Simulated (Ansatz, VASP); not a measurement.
**Tc in VASP and in Ansatz**

```
CELL_PARAMETERS angstrom
0.00000 1.92294 1.92294
1.92294 0.00000 1.92294
1.92294 1.92294 0.00000
ATOMIC_POSITIONS crystal
Tc 0.00000 0.00000 0.00000
```

Alike in both runs: functional PBE; dispersion D4; k mesh 13 × 13 × 13; no spin polarisation.

Ansatz relaxed the structure, and its values are those at the end. VASP's run is a single point on that final structure, the one shown.

|  | VASP | Ansatz |
| --- | --- | --- |
| version | VASP 6.6.1 | Ansatz 0.2.0 |
| potentials or method | VASP PAW PBE potentials, release 64 (Tc_pv) | plane waves, PAW |
| plane-wave cutoff (eV) | 520 | 500 |
| occupations | methfessel-paxton of order 1, width 0.2 eV | cold, width 0.2 eV |
| valence electrons in the cell | 13 | 15 |

```csv
,VASP,Ansatz,Ansatz less VASP
pressure (GPa),-0.7,0.0,+0.71
```

VASP's potentials hold 13 valence electrons a cell and Ansatz's 15, so a difference there can come from the potentials and not from the codes. Ansatz's warnings: force scf threshold loose, stress scf threshold loose.
